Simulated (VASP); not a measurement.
Write the native input for VASP 6.6.1 that does the following.

- Task: single point
- Functional: PBE
- Potentials or basis: VASP PAW PBE potentials, release 64 (Li_sv, Ca_sv, V_sv, C, N)
- Cutoff: 520 eV
- k mesh: 4 × 4 × 4
- Occupations: gaussian, width 0.1 eV
- Spin: collinear spin, ferromagnetic start
- Starting moments: [0.0, 0.0, 2.0, 0.0, 0.0, 0.0, 0.0, 0.0, 0.0, 0.0, 0.0, 0.0, 0.0, 0.0, 0.0] μB
- Dipole correction: no
- Further INCAR settings: LREAL = Auto; ALGO = Normal; EDIFF = 1e-07; NBANDS = 57

The structure of LiCaVC6N6 lies in POSCAR:

```
LiCaVC6N6
1.0
    0.0000000000      5.6814730257      5.6814730257
    5.6814730257      0.0000000000      5.6814730257
    5.6814730257      5.6814730257      0.0000000000
Li Ca V C N
1 1 1 6 6
Direct
    0.7500000000      0.7500000000      0.7500000000
    0.5000000000      0.5000000000      0.5000000000
    0.0000000000      0.0000000000      0.0000000000
    0.8161479725      0.1838520275      0.1838520275
    0.1838520275      0.1838520275      0.8161479725
    0.8161479725      0.1838520275      0.8161479725
    0.1838520275      0.8161479725      0.8161479725
    0.8161479725      0.8161479725      0.1838520275
    0.1838520275      0.8161479725      0.1838520275
    0.7131321404      0.2868678596      0.2868678596
    0.2868678596      0.2868678596      0.7131321404
    0.7131321404      0.2868678596      0.7131321404
    0.2868678596      0.7131321404      0.7131321404
    0.7131321404      0.7131321404      0.2868678596
    0.2868678596      0.7131321404      0.2868678596
```

One way to write it, as run:

INCAR

```
  PREC = Accurate
  ENCUT = 520
  EDIFF = 1E-7
  ISMEAR = 0
  SIGMA = 0.1
  LREAL = Auto
  LASPH = True
  NELM = 150
  ALGO = Normal
  ISIF = 2
  LWAVE = False
  LCHARG = True
  ISPIN = 2
  MAGMOM = 0 0 2 0 0 0 0 0 0 0 0 0 0 0 0
  LORBIT = 11
  LMAXMIX = 4
  GGA = PE
  LELF = True
  LVHAR = True
  NBANDS = 57
```

KPOINTS

```
Automatic mesh
0
Gamma
  4 4 4
```

Potentials or basis: VASP PAW PBE potentials, release 64 (Li_sv, Ca_sv, V_sv, C, N).

The run is started by

```console
$ cat potpaw_PBE.64/Li_sv/POTCAR potpaw_PBE.64/Ca_sv/POTCAR potpaw_PBE.64/V_sv/POTCAR potpaw_PBE.64/C/POTCAR potpaw_PBE.64/N/POTCAR > POTCAR
$ mpirun -np 1 vasp_std > vasp.out
```

Results of the run:

```yaml
Largest_force: 0.404 eV/Å
Band_gap_on_the_k_mesh: zero (filled and empty bands overlap)
Net_moment: 2.00 μB per cell
Site_moments: Li +0.00; Ca +0.00; V +1.56; C -0.03; N +0.04 μB
Valence_electrons_inside_the_program's_atomic_spheres: Li 1.98; Ca 8.11; V 11.50; C 2.60; N 3.87
```

Run time: 17 min on 1 thread of Intel(R) Xeon(R) Platinum 8259CL CPU @ 2.50GHz (Skylake/Cascade Lake) (shared host), peak memory 0.78 GiB.
